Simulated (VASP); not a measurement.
# Ir4Pt3 in VASP: further runs, part 2 of 3

VASP 6.6.1.

### 3 Single point, PBE

This run uses another cell than the first one, of 16.66 Å³/atom, 1.003 times its volume.

The input, INCAR:

```
PREC = Accurate
ENCUT = 500
EDIFF = 1E-6
ISMEAR = 0
SIGMA = 0.2
LREAL = F
LASPH = T
NELM = 120
ALGO = Normal
ISIF = 2
LWAVE = F
LCHARG = F
GGA = PE
NBANDS = 42
GGA_COMPAT = F
```

The input, KPOINTS:

```
Automatic mesh
0
Gamma
  4 4 4
```

The input, POSCAR:

```
Ir4Pt3
1.0
   -3.0780019274      3.0780019274      3.0780019274
    3.0780019274     -3.0780019274      3.0780019274
    3.0780019274      3.0780019274     -3.0780019274
Ir Pt
4 3
Direct
    0.4917840247      0.4917840247      0.4917840247
    0.0000000000      0.0000000000      0.5082159753
    0.0000000000      0.5082159753      0.0000000000
    0.5082159753      0.0000000000      0.0000000000
    0.0000000000      0.5000000000      0.5000000000
    0.5000000000      0.0000000000      0.5000000000
    0.5000000000      0.5000000000      0.0000000000
```

Potentials or basis: VASP PAW PBE potentials, release 64 (Ir, Pt).

On the command line:

```bash
$ cat potpaw_PBE.64/Ir/POTCAR potpaw_PBE.64/Pt/POTCAR > POTCAR
$ mpirun -np 1 vasp_std > vasp.out
```

OUTCAR:

```text
PREC = Accurate
   ENCUT = 500
   EDIFF = 1E-6
   ISMEAR = 0
   LREAL = F
   LASPH = T
   NELM = 120
   ISIF = 2
   GGA = PE

 ion  position               nearest neighbor table
   1  0.492  0.492  0.492-   5 2.65   6 2.65   7 2.65   5 2.68   6 2.68   7 2.68   2 3.08   3 3.08
                             4 3.08   4 3.08   3 3.08   2 3.08
   2  0.000  0.000  0.508-   7 2.65   5 2.65   6 2.65   6 2.68   5 2.68   7 2.68   3 3.08   4 3.08
                             4 3.08   3 3.08   1 3.08   1 3.08
   3  0.000  0.508  0.000-   6 2.65   5 2.65   7 2.65   5 2.68   7 2.68   6 2.68   4 3.08   2 3.08
                             4 3.08   2 3.08   1 3.08   1 3.08
   4  0.508  0.000  0.000-   5 2.65   6 2.65   7 2.65   6 2.68   7 2.68   5 2.68   3 3.08   2 3.08
                             1 3.08   2 3.08   3 3.08   1 3.08
   5  0.000  0.500  0.500-   1 2.65   2 2.65   3 2.65   4 2.65   3 2.68   2 2.68   4 2.68   1 2.68
                             6 3.08   7 3.08   7 3.08   6 3.08
   6  0.500  0.000  0.500-   1 2.65   2 2.65   4 2.65   3 2.65   4 2.68   1 2.68   2 2.68   3 2.68
                             7 3.08   5 3.08   7 3.08   5 3.08
   7  0.500  0.500  0.000-   1 2.65   3 2.65   4 2.65   2 2.65   1 2.68   4 2.68   3 2.68   2 2.68
                             6 3.08   5 3.08   5 3.08   6 3.08

  LATTYP: Found a body centered cubic cell.
 ALAT       =     6.1560038548

  Lattice vectors:

 A1 = (  -3.0780019274,   3.0780019274,   3.0780019274)
 A2 = (   3.0780019274,  -3.0780019274,   3.0780019274)
 A3 = (   3.0780019274,   3.0780019274,  -3.0780019274)

Analysis of symmetry for initial positions (statically):
=====================================================================
 Subroutine PRICEL returns:
 Original cell was already a primitive cell.

 Routine SETGRP: Setting up the symmetry group for a
 body centered cubic supercell.

 Subroutine GETGRP returns: Found 24 space group operations
 (whereof 24 operations were pure point group operations)
 out of a pool of 48 trial point group operations.

The static configuration has the point symmetry T_d .

[... 130 lines left out ...]
   GGA     = PE    functional components
   LHFCALC =     F    Hartree Fock is set to
   AEXX    =    0.0000 exact exchange contribution
   IVDW    =     0    specifies the selected vdW correction
   LEPSILON=     F    determine dielectric tensor
   LRPA    =     F    only Hartree local field effects (RPA)
 non-spin polarized calculation
 Gauss-broadening in eV      SIGMA  =   0.20
  energy-cutoff  :      500.00
  volume of cell :      116.65
 maximum number of plane-waves:      2988
 NGX is ok and might be reduce to    40
   NGX = 19   NGY = 19   NGZ = 19

 number of electron      66.0000008 magnetization

 Free energy of the ion-electron system (eV)
  ---------------------------------------------------
  ext. energy  EPLUGINS =         0.00000000
  ---------------------------------------------------
  free energy    TOTEN  =       -49.34257833 eV

  energy without entropy =      -49.13434674  energy(sigma->0) =      -49.23846253

 E-fermi :   8.4091     XC(G=0): -12.8049

 val. band max:        8.3917667885   @ k =   0.5000   0.5000   0.2500
 cond. band min:       8.4765692666   @ k =  -0.2500   0.2500   0.2500
 fundamental gap:      0.0848024781
 Fermi energy:         8.4090528152

 k-point     1 :       0.0000    0.0000    0.0000
  band No.  band energies     occupation
      1      -1.2947      2.00000
      2       1.2182      2.00000
      3       1.2182      2.00000
      4       1.5102      2.00000
      5       1.5102      2.00000
      6       1.5102      2.00000
[... 349 lines left out ...]
     41       9.6597      0.00000
     42      14.9343      0.00000

------------------------ aborting loop because EDIFF is reached ----------------------------------------

  FORCE on cell =-STRESS in cart. coord.  units (eV):
  Direction    XX          YY          ZZ          XY          YZ          ZX
  --------------------------------------------------------------------------------------
  -------------------------------------------------------------------------------------
  Total       -0.1528921     -0.1528921     -0.1528921      0.0000000     -0.0000000      0.0000000
  in kB       -2.1000470     -2.1000470     -2.1000470      0.0000000     -0.0000000      0.0000000
  external PRESSURE =      -2.1000470 kB  Pullay stress =       0.0000000 kB

 VOLUME and BASIS-vectors are now :
 -----------------------------------------------------------------------------
  energy-cutoff  :      500.00
  volume of cell :      116.65
      direct lattice vectors                 reciprocal lattice vectors
    -3.078001927  3.078001927  3.078001927     0.000000000  0.162443043  0.162443043
     3.078001927 -3.078001927  3.078001927     0.162443043  0.000000000  0.162443043
     3.078001927  3.078001927 -3.078001927     0.162443043  0.162443043  0.000000000

 POSITION                                       TOTAL-FORCE (eV/Angst)
 -----------------------------------------------------------------------------------
      1.51371      1.51371      1.51371         0.015674      0.015674      0.015674
      1.56429      1.56429     -1.56429        -0.015674     -0.015674      0.015674
      1.56429     -1.56429      1.56429        -0.015674      0.015674     -0.015674
     -1.56429      1.56429      1.56429         0.015674     -0.015674     -0.015674
      3.07800      0.00000      0.00000        -0.000000      0.000000      0.000000
      0.00000      3.07800      0.00000        -0.000000      0.000000      0.000000
      0.00000      0.00000      3.07800        -0.000000      0.000000      0.000000
 -----------------------------------------------------------------------------------
    total drift:                               -0.000002     -0.000002     -0.000004

  FREE ENERGIE OF THE ION-ELECTRON SYSTEM (eV)
  ---------------------------------------------------
  free  energy   TOTEN  =       -49.3425783327 eV

  energy  without entropy=      -49.1343467360  energy(sigma->0) =      -49.23846253
```

stdout:

```text
POSCAR found type information on POSCAR IrPt
 POSCAR found :  2 types and       7 ions
 scaLAPACK will be used
 LDA part: xc-table for (Slater+PW92), standard interpolation
 POSCAR, INCAR and KPOINTS ok, starting setup
 FFT: planning ... GRIDC
 FFT: planning ... GRID_SOFT
 FFT: planning ... GRID
 WAVECAR not read
 entering main loop
```

Run time: 34 s. Hardware: 1 thread of Intel Xeon 6975P-C (Granite Rapids), shared host; peak memory 0.25 GiB.

What came out:

| Quantity | Value |
| --- | --- |
| Free energy | -49.3426 eV |
| Pressure | -0.2 GPa |
| Largest force | 0.027 eV/Å |
| Band gap on the k mesh | zero (band 33 reaches 8.81 eV, above the bottom of band 34 at 7.91 eV) |

Forces in eV/Å, atoms in the order of the input:
```
Ir   0.016  0.016  0.016
Ir  -0.016 -0.016  0.016
Ir  -0.016  0.016 -0.016
Ir   0.016 -0.016 -0.016
Pt   0.000  0.000  0.000
Pt   0.000  0.000  0.000
Pt   0.000  0.000  0.000
```

Caveat: the k points lie up to 0.36 Å⁻¹ apart; spin-orbit coupling is left out, which moves the levels of the heavy elements.

### 4 Single point, PBE

This run uses another cell than the first one, of 16.67 Å³/atom, 1.004 times its volume.

The input, INCAR:

```
SYSTEM = Ir4Pt3
PREC = Accurate
ENCUT = 500
EDIFF = 1E-6
ISMEAR = 0
SIGMA = 0.2
LREAL = .FALSE.
LASPH = .TRUE.
NELM = 120
ALGO = Normal
ISIF = 2
LWAVE = .FALSE.
LCHARG = .TRUE.
GGA = PE
LELF = .TRUE.
LVHAR = .TRUE.
NBANDS = 42
GGA_COMPAT = .FALSE.
```

The input, KPOINTS:

```
Automatic mesh
0
G
  4 4 4
  0 0 0
```

The input, POSCAR:

```
Ir4Pt3
1.0
   -3.0784980927      3.0784980927      3.0784980927
    3.0784980927     -3.0784980927      3.0784980927
    3.0784980927      3.0784980927     -3.0784980927
Ir Pt
4 3
Direct
    0.5000000000      0.5000000000      0.5000000000
    0.0000000000      0.0000000000      0.5000000000
    0.0000000000      0.5000000000      0.0000000000
    0.5000000000      0.0000000000      0.0000000000
    0.0000000000      0.5000000000      0.5000000000
    0.5000000000      0.0000000000      0.5000000000
    0.5000000000      0.5000000000      0.0000000000
```

Potentials or basis: VASP PAW PBE potentials, release 64 (Ir, Pt).

On the command line:

```bash
$ cat potpaw_PBE.64/Ir/POTCAR potpaw_PBE.64/Pt/POTCAR > POTCAR
$ mpirun -np 1 vasp_std > vasp.out
```

OUTCAR:

```text
SYSTEM = Ir4Pt3
   PREC = Accurate
   ENCUT = 500
   EDIFF = 1E-6
   ISMEAR = 0
   LREAL = .FALSE.
   LASPH = .TRUE.
   NELM = 120
   ISIF = 2
   GGA = PE

 ion  position               nearest neighbor table
   1  0.500  0.500  0.500-   5 2.67   6 2.67   7 2.67   7 2.67   6 2.67   5 2.67   2 3.08   3 3.08
                             4 3.08   4 3.08   3 3.08   2 3.08
   2  0.000  0.000  0.500-   5 2.67   6 2.67   7 2.67   5 2.67   6 2.67   7 2.67   1 3.08   3 3.08
                             3 3.08   4 3.08   1 3.08   4 3.08
[... 561 lines left out ...]
  Total       -0.2204434     -0.2204434     -0.2204434      0.0000000      0.0000000      0.0000000
  in kB       -3.0264324     -3.0264324     -3.0264324      0.0000000      0.0000000      0.0000000
  external PRESSURE =      -3.0264324 kB  Pullay stress =       0.0000000 kB

 VOLUME and BASIS-vectors are now :
 -----------------------------------------------------------------------------
  energy-cutoff  :      500.00
  volume of cell :      116.70
      direct lattice vectors                 reciprocal lattice vectors
    -3.078498093  3.078498093  3.078498093     0.000000000  0.162416862  0.162416862
     3.078498093 -3.078498093  3.078498093     0.162416862  0.000000000  0.162416862
     3.078498093  3.078498093 -3.078498093     0.162416862  0.162416862  0.000000000

 POSITION                                       TOTAL-FORCE (eV/Angst)
 -----------------------------------------------------------------------------------
      1.53925      1.53925      1.53925         0.000000      0.000000     -0.000000
      1.53925      1.53925     -1.53925         0.000000      0.000000      0.000000
      1.53925     -1.53925      1.53925         0.000000      0.000000     -0.000000
     -1.53925      1.53925      1.53925         0.000000      0.000000      0.000000
      3.07850      0.00000      0.00000        -0.000000     -0.000000      0.000000
      0.00000      3.07850      0.00000         0.000000     -0.000000     -0.000000
      0.00000      0.00000      3.07850        -0.000000     -0.000000      0.000000
 -----------------------------------------------------------------------------------
    total drift:                                0.000000     -0.000000      0.000000

  FREE ENERGIE OF THE ION-ELECTRON SYSTEM (eV)
  ---------------------------------------------------
  free  energy   TOTEN  =       -49.3449355215 eV

  energy  without entropy=      -49.1407701881  energy(sigma->0) =      -49.24285285
```

OSZICAR:

```text
N       E                     dE             d eps       ncg     rms          rms(c)
DAV:   1     0.609692712753E+03    0.60969E+03   -0.29698E+04   672   0.149E+03
DAV:   2    -0.940076154049E+01   -0.61909E+03   -0.58779E+03   678   0.419E+02
DAV:   3    -0.507435800348E+02   -0.41343E+02   -0.36402E+02   854   0.107E+02
DAV:   4    -0.525790314017E+02   -0.18355E+01   -0.17922E+01   778   0.233E+01
DAV:   5    -0.526379681952E+02   -0.58937E-01   -0.58823E-01   780   0.392E+00    0.320E+01
DAV:   6    -0.497106398599E+02    0.29273E+01   -0.64273E+00   762   0.172E+01    0.154E+01
DAV:   7    -0.494323284935E+02    0.27831E+00   -0.16760E+00   746   0.781E+00    0.604E+00
DAV:   8    -0.493668232125E+02    0.65505E-01   -0.39622E-01   914   0.609E+00    0.340E+00
DAV:   9    -0.493462438022E+02    0.20579E-01   -0.82463E-02   732   0.266E+00    0.974E-01
DAV:  10    -0.493448890799E+02    0.13547E-02   -0.37489E-03   710   0.379E-01    0.774E-02
DAV:  11    -0.493449356517E+02   -0.46572E-04   -0.22236E-04   804   0.145E-01    0.253E-02
DAV:  12    -0.493449348021E+02    0.84962E-06   -0.16953E-05   858   0.337E-02    0.604E-03
DAV:  13    -0.493449355215E+02   -0.71943E-06   -0.70552E-07   394   0.613E-03
   1 F= -.49344936E+02 E0= -.49242853E+02  d E =-.204165E+00
```

Wall time 33 s (1 thread of Intel Xeon 6975P-C (Granite Rapids), shared host); peak memory 0.25 GiB.

Results:

```
Free energy            : -49.3449 eV
Pressure               : -0.3 GPa
Band gap on the k mesh : zero (band 33 reaches 8.76 eV, above the bottom of band 34 at 7.91 eV)
```

Caveat: the k points lie up to 0.36 Å⁻¹ apart; spin-orbit coupling is left out, which moves the levels of the heavy elements.

(Continued in part 3 of 3.)
